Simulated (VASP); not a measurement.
Crystal: SiC (Moissanite).

```
Si C
1.0
     3.07600    0.00000    0.00000
    -1.53800    2.66389    0.00000
     0.00000    0.00000    5.04800
Si C
2 2
Direct
  0.66667 0.33333 0.50000
  0.33333 0.66667 0.00000
  0.66667 0.33333 0.88500
  0.33333 0.66667 0.38500
```

```yaml
Program: VASP 6.6.1
Task: relaxation of cell and atoms
Functional: PBE
Dispersion: D4
Potentials_or_basis: VASP PAW PBE potentials, release 64 (Si, C)
Cutoff: 600 eV
k_mesh: 10 × 10 × 5
Occupations: fermi-dirac, width 0.05 eV
Spin: no spin polarisation
```

At the start: pressure -0.7 GPa; volume 10.34 Å³/atom.

**Question.** How do energy, volume and symmetry change on relaxing?

**Answer.** Over 7 steps the energy falls by 9.0 meV/atom and the volume is 10.29 Å³/atom (-0.5 %); space group P6_3mc (No. 186, to 0.05 Å).

Step by step:
| step | energy change (eV) | largest force (eV/Å) | pressure (GPa) | volume (Å³) |
| --- | --- | --- | --- | --- |
| 1 | 0.0000 | 0.7387 | -0.71 | 41.36 |
| 2 | -0.0065 | 0.6502 | 0.69 | 41.09 |
| 3 | -0.0332 | 0.0634 | -0.24 | 41.21 |
| 4 | -0.0360 | 0.0072 | 0.31 | 41.12 |
| 5 | -0.0361 | 0.0039 | 0.22 | 41.13 |
| 6 | -0.0361 | 0.0025 | -0.17 | 41.20 |
| 7 | -0.0361 | 0.0005 | 0.01 | 41.17 |

Final structure:
```
Si C
1.0
     3.07118    0.00000    0.00000
    -1.53559    2.65972    0.00000
     0.00000    0.00000    5.04013
Si C
2 2
Direct
  0.66667 0.33333 0.50459
  0.33333 0.66667 0.00459
  0.66667 0.33333 0.88041
  0.33333 0.66667 0.38041
```
